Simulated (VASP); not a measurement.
# Ta4Ga (Cmmm) in VASP: further runs, part 3 of 3

VASP 6.6.1. Earlier steps stand in the parts before.

## Step 5: Single point, PBE

This run uses another cell than the first one, of 19.58 Å³/atom.

INCAR reads:

```
SYSTEM = Ta4Ga
PREC = Accurate
ENCUT = 520
EDIFF = 1E-6
ISMEAR = 0
SIGMA = 0.1
LREAL = .FALSE.
LASPH = .TRUE.
NELM = 100
ALGO = Fast
ISIF = 2
LWAVE = .FALSE.
LCHARG = .TRUE.
GGA = PE
LELF = .TRUE.
LVHAR = .TRUE.
NBANDS = 36
```

KPOINTS reads:

```
regular mesh
0
G
  8 8 10
  0 0 0
```

POSCAR reads:

```
Ta4Ga
1.0
    3.4263482898     -4.0445091138      0.0000000000
    3.4263482898      4.0445091138      0.0000000000
    0.0000000000      0.0000000000      3.5325807080
Ta Ga
4 1
Direct
    0.8145249115      0.1854750885      0.5000000000
    0.2286366642      0.2286366642      0.0000000000
    0.7713633358      0.7713633358      0.0000000000
    0.1854750885      0.8145249115      0.5000000000
    0.5000000000      0.5000000000      0.5000000000
```

Potentials or basis: VASP PAW PBE potentials, release 64 (Ta_pv, Ga_d).

Launch:

```
> cat potpaw_PBE.64/Ta_pv/POTCAR potpaw_PBE.64/Ga_d/POTCAR > POTCAR
> mpirun -np 1 vasp_std > vasp.out
```

OUTCAR:

```text
SYSTEM = Ta4Ga
   PREC = Accurate
   ENCUT = 520
   EDIFF = 1E-6
   ISMEAR = 0
   LREAL = .FALSE.
   LASPH = .TRUE.
   NELM = 100
   ISIF = 2
   GGA = PE

 ion  position               nearest neighbor table
   1  0.815  0.185  0.500-   5 2.54   3 2.80   2 2.80   2 2.80   3 2.80   4 3.00   4 3.58   4 3.58

   2  0.229  0.229  0.000-   5 2.56   5 2.56   1 2.80   1 2.80   4 2.80   4 2.80   3 3.13
   3  0.771  0.771  0.000-   5 2.56   5 2.56   1 2.80   1 2.80   4 2.80   4 2.80   2 3.13
   4  0.185  0.815  0.500-   5 2.54   3 2.80   2 2.80   2 2.80   3 2.80   1 3.00   1 3.58   1 3.58

   5  0.500  0.500  0.500-   1 2.54   4 2.54   3 2.56   2 2.56   2 2.56   3 2.56

  LATTYP: Found a base centered orthorhombic cell.
 ALAT       =     6.8526965796
 B/A-ratio  =     1.1804138902
 C/A-ratio  =     0.5155022796

  Lattice vectors:

 A1 = (   3.4263482898,  -4.0445091138,   0.0000000000)
 A2 = (   3.4263482898,   4.0445091138,   0.0000000000)
 A3 = (   0.0000000000,   0.0000000000,   3.5325807080)

Analysis of symmetry for initial positions (statically):
=====================================================================
 Subroutine PRICEL returns:
 Original cell was already a primitive cell.

 Routine SETGRP: Setting up the symmetry group for a
 base centered orthorhombic supercell.

 Subroutine GETGRP returns: Found  8 space group operations
 (whereof  8 operations were pure point group operations)
 out of a pool of  8 trial point group operations.

The static configuration has the point symmetry D_2h.

Analysis of symmetry for dynamics (positions and initial velocities):
=====================================================================
 Subroutine PRICEL returns:
 Original cell was already a primitive cell.

 Routine SETGRP: Setting up the symmetry group for a
 base centered orthorhombic supercell.

 Subroutine GETGRP returns: Found  8 space group operations
 (whereof  8 operations were pure point group operations)
 out of a pool of  8 trial point group operations.

The dynamic configuration has the point symmetry D_2h.

 Subroutine INISYM returns: Found  8 space group operations
 (whereof  8 operations are pure point group operations),
 and found     1 'primitive' translations

----------------------------------------------------------------------------------------

                                     Primitive cell

  volume of cell :      97.9083

  direct lattice vectors                    reciprocal lattice vectors
     3.426348290 -4.044509114  0.000000000     0.145927955 -0.123624397  0.000000000
     3.426348290  4.044509114  0.000000000     0.145927955  0.123624397  0.000000000
     0.000000000  0.000000000  3.532580708     0.000000000  0.000000000  0.283079166

  length of vectors
     5.300746794  5.300746794  3.532580708     0.191253653  0.191253653  0.283079166

  position of ions in fractional coordinates (direct lattice)
     0.814524912  0.185475088  0.500000000
     0.228636664  0.228636664  0.000000000
     0.771363336  0.771363336  0.000000000
     0.185475088  0.814524912  0.500000000
[... 30 lines left out ...]

 Subroutine IBZKPT returns following result:
 ===========================================

 Found    126 irreducible k-points:

 Following reciprocal coordinates:
            Coordinates               Weight
  0.000000  0.000000  0.000000      1.000000
  0.125000  0.000000  0.000000      4.000000
  0.250000  0.000000  0.000000      4.000000
  0.375000  0.000000  0.000000      4.000000
  0.500000  0.000000  0.000000      2.000000
  0.125000  0.125000  0.000000      2.000000
[... 16 lines left out ...]
  0.125000  0.000000  0.100000      8.000000
  0.250000  0.000000  0.100000      8.000000
 [... further k-points ...]
   k-points           NKPTS =    126   k-points in BZ     NKDIM =    126   number of bands    NBANDS=     36
   number of dos      NEDOS =    301   number of ions     NIONS =      5
   total plane-waves  NPLWV =  44800
   dimension x,y,z NGX =    40 NGY =   40 NGZ =   28
   dimension x,y,z NGXF=    80 NGYF=   80 NGZF=   56
   ions per type =               4   1
   NGX,Y,Z   is equivalent  to a cutoff of  12.55, 12.55, 13.18 a.u.
   NGXF,Y,Z  is equivalent  to a cutoff of  25.09, 25.09, 26.35 a.u.
 SYSTEM =  Ta4Ga
   PREC   = accura    normal or accurate (medium, high low for compatibility)
   ISTART =      0    job   : 0-new  1-cont  2-samecut
   ICHARG =      2    charge: 1-file 2-atom 10-const
   ISPIN  =      1    spin polarized calculation?
   LNONCOLLINEAR =      F non collinear calculations
   LSORBIT =      F    spin-orbit coupling
   LASPH  =      T    aspherical Exc in radial PAW
   ENCUT  =  520.0 eV  38.22 Ry    6.18 a.u.   9.86  9.86  6.57*2*pi/ulx,y,z
   NELM   =    100;   NELMIN=  2; NELMDL= -5     # of ELM steps
   EDIFF  = 0.1E-05   stopping-criterion for ELM
   LREAL  =      F    real-space projection
   EDIFFG = 0.1E-04   stopping-criterion for IOM
   NSW    =      0    number of steps for IOM
   IBRION =     -1    ionic relax: 0-MD 1-quasi-New 2-CG
   NFREE  =      0    steps in history (QN), initial steepest desc. (CG)
   ISIF   =      2    stress and relaxation
   ISYM   =      2    0-nonsym 1-usesym 2-fastsym
   POTIM  = 0.5000    time-step for ionic-motion
   TEBEG  =    0.0;   TEEND  =   0.0 temperature during run
   PSTRESS=    0.0 pullay stress
   NELECT =      57.0000    total number of electrons
   NUPDOWN=      -1.0000    fix difference up-down
   EMIN   =  10.00;   EMAX   =-10.00  energy-range for DOS
   EFERMI =   0.00;   METHOD = LEGACY
   ISMEAR =     0;   SIGMA  =   0.10  broadening in eV -4-tet -1-fermi 0-gaus
   EFERMI_NEDOS =   21; number of points for ismear=-14 and -15
   IALGO  =     68    algorithm
   IMIX   =      4    mixing-type and parameters
     AMIX     =   0.40;   BMIX     =  1.00
     AMIX_MAG =   1.60;   BMIX_MAG =  1.00
  volume/ion in A,a.u.               =      19.58       132.14
  Fermi-wavevector in a.u.,A,eV,Ry     =   1.366973  2.583205 25.424058  1.868616
  Thomas-Fermi vector in A             =   2.493067
   LORBIT       =      0    0 simple, 1 ext, 2 COOP (PROOUT), +10 PAW based schemes
   GGA     = PE    functional components
   LHFCALC =     F    Hartree Fock is set to
   AEXX    =    0.0000 exact exchange contribution
   IVDW    =     0    specifies the selected vdW correction
   LEPSILON=     F    determine dielectric tensor
   LRPA    =     F    only Hartree local field effects (RPA)
 non-spin polarized calculation
 RMM-DIIS sequential band-by-band and
 Gauss-broadening in eV      SIGMA  =   0.10
  energy-cutoff  :      520.00
  volume of cell :       97.91
 maximum number of plane-waves:      2660
   NGX = 19   NGY = 19   NGZ = 13

 number of electron      56.9999987 magnetization

 Free energy of the ion-electron system (eV)
  ---------------------------------------------------
  ext. energy  EPLUGINS =         0.00000000
  ---------------------------------------------------
  free energy    TOTEN  =       -47.84318199 eV

  energy without entropy =      -47.82683695  energy(sigma->0) =      -47.83500947

 E-fermi :   5.0139     XC(G=0): -11.8510

 val. band max:        5.0074204444   @ k =  -0.2500   0.2500   0.1000
 cond. band min:       5.0228838035   @ k =   0.2500   0.0000   0.5000
 fundamental gap:      0.0154633591
 Fermi energy:         5.0139378352

 k-point     1 :       0.0000    0.0000    0.0000
  band No.  band energies     occupation
      1     -29.7271      2.00000
      2     -29.5922      2.00000
      3     -29.4902      2.00000
      4     -29.4319      2.00000
      5     -29.4247      2.00000
      6     -29.2013      2.00000
[... 925 lines left out ...]
     35       7.6476      0.00000
     36       8.2881      0.00000

 [... further k-points ...]

------------------------ aborting loop because EDIFF is reached ----------------------------------------

  FORCE on cell =-STRESS in cart. coord.  units (eV):
  Direction    XX          YY          ZZ          XY          YZ          ZX
  --------------------------------------------------------------------------------------
  -------------------------------------------------------------------------------------
  Total        0.0902005      0.0918068      0.0725791     -0.0000000      0.0000000      0.0000000
  in kB        1.4760465      1.5023331      1.1876882     -0.0000000      0.0000000      0.0000000
  external PRESSURE =       1.3886893 kB  Pullay stress =       0.0000000 kB

 VOLUME and BASIS-vectors are now :
 -----------------------------------------------------------------------------
  energy-cutoff  :      520.00
  volume of cell :       97.91
      direct lattice vectors                 reciprocal lattice vectors
     3.426348290 -4.044509114  0.000000000     0.145927955 -0.123624397  0.000000000
     3.426348290  4.044509114  0.000000000     0.145927955  0.123624397  0.000000000
     0.000000000  0.000000000  3.532580708     0.000000000  0.000000000  0.283079166

 POSITION                                       TOTAL-FORCE (eV/Angst)
 -----------------------------------------------------------------------------------
      3.42635     -2.54420      1.76629         0.000000     -0.029987      0.000000
      1.56678      0.00000      0.00000        -0.030990      0.000000      0.000000
      5.28592      0.00000      0.00000         0.030990      0.000000      0.000000
      3.42635      2.54420      1.76629         0.000000      0.029987      0.000000
      3.42635      0.00000      1.76629         0.000000      0.000000      0.000000
 -----------------------------------------------------------------------------------
    total drift:                                0.000000     -0.000000     -0.000000

  FREE ENERGIE OF THE ION-ELECTRON SYSTEM (eV)
  ---------------------------------------------------
  free  energy   TOTEN  =       -47.8431819883 eV

  energy  without entropy=      -47.8268369452  energy(sigma->0) =      -47.83500947
```

stdout:

```text
POSCAR found type information on POSCAR TaGa
 POSCAR found :  2 types and       5 ions
 scaLAPACK will be used
 LDA part: xc-table for (Slater+PW92), standard interpolation
 POSCAR, INCAR and KPOINTS ok, starting setup
 FFT: planning ... GRIDC
 FFT: planning ... GRID_SOFT
 FFT: planning ... GRID
 WAVECAR not read
 entering main loop
```

It took 7.5 min on 1 thread of Intel Xeon Platinum 8488C (Sapphire Rapids), shared host; peak memory 0.47 GiB.

What came out:

| Quantity | Value |
| --- | --- |
| Free energy | -47.8432 eV |
| Pressure | 0.1 GPa |
| Largest force | 0.031 eV/Å |
| Band gap on the k mesh | zero (an odd number of electrons rules out a gap without spin polarisation) |

Forces on the atoms (eV/Å):
```
Ta   0.000 -0.030  0.000
Ta  -0.031  0.000  0.000
Ta   0.031  0.000  0.000
Ta   0.000  0.030  0.000
Ga   0.000  0.000  0.000
```

Levels at points of the mesh, in eV from the Fermi level:
| k point | band 26 | band 27 | band 28 | band 29 | band 30 | band 31 | band 32 | band 33 |
| --- | --- | --- | --- | --- | --- | --- | --- | --- |
| (0.00, 0.00, 0.00) | -1.09 | -0.84 | 0.23 | 0.45 | 1.83 | 2.01 | 2.22 | 2.64 |
| (0.50, 0.00, 0.00) | -1.41 | -0.73 | -0.50 | 0.86 | 0.97 | 1.14 | 1.36 | 1.88 |
| (0.50, 0.50, 0.00) | -1.00 | -0.07 | 0.12 | 0.30 | 0.67 | 0.86 | 0.89 | 0.99 |
| (0.00, 0.00, 0.50) | -1.03 | -0.85 | -0.74 | -0.73 | -0.25 | 0.47 | 0.94 | 1.42 |
| (0.50, 0.00, 0.50) | -1.25 | -0.95 | -0.75 | -0.61 | 0.54 | 1.84 | 2.04 | 2.66 |
| (0.50, 0.50, 0.50) | -0.66 | -0.33 | -0.24 | 0.27 | 0.45 | 1.73 | 2.00 | 2.35 |

Caveat: spin-orbit coupling is left out, which moves the levels of the heavy elements.

## Step 6: Summary

```csv
task,cell,k mesh,cutoff (eV),gap on the mesh (eV),pressure (GPa),largest force (eV/Å)
single point,"a = 5.263, b = 5.263, c = 3.071 Å, angles 90.0, 90.0, 100.4°, 5 atoms, atomic positions A",4 × 4 × 6,520,none,101.5,24.88
single point,"a = 5.286, b = 5.286, c = 3.549 Å, angles 90.0, 90.0, 99.7°, 5 atoms, atomic positions B",4 × 4 × 6,520,none,0.3,0.02
relaxation of cell and atoms,"relaxed from a = 5.263, b = 5.263, c = 3.071 Å, angles 90.0, 90.0, 100.4°, 5 atoms, atomic positions A",4 × 4 × 6,600,none,-0.1,0.03
single point,"a = 5.301, b = 5.301, c = 3.533 Å, angles 90.0, 90.0, 99.5°, 5 atoms, atomic positions C",8 × 8 × 10,520,none,0.1,0.03
```

Alike in all rows: level PBE; potentials or basis VASP PAW PBE potentials, release 64 (Ta_pv, Ga_d); no spin polarisation; smearing gaussian 0.1 eV.

Caveats: spin-orbit coupling is left out, which moves the levels of the heavy elements; atoms lie so close that the PAW spheres overlap strongly, which falsifies energies and pressures (at least some runs); the stress differs along the axes, from 68 to 154 GPa (at least some runs); forces of over 1 eV/Å act on the atoms, so gaps and moduli don't describe the material at rest (at least some runs); the volume moved by over 15 % at a fixed basis, so the end points are rough (at least some runs).

Absolute energies hang on the potentials; compare differences alone.

The gap in the log of VASP goes by the Fermi energy; the results here count the filled bands.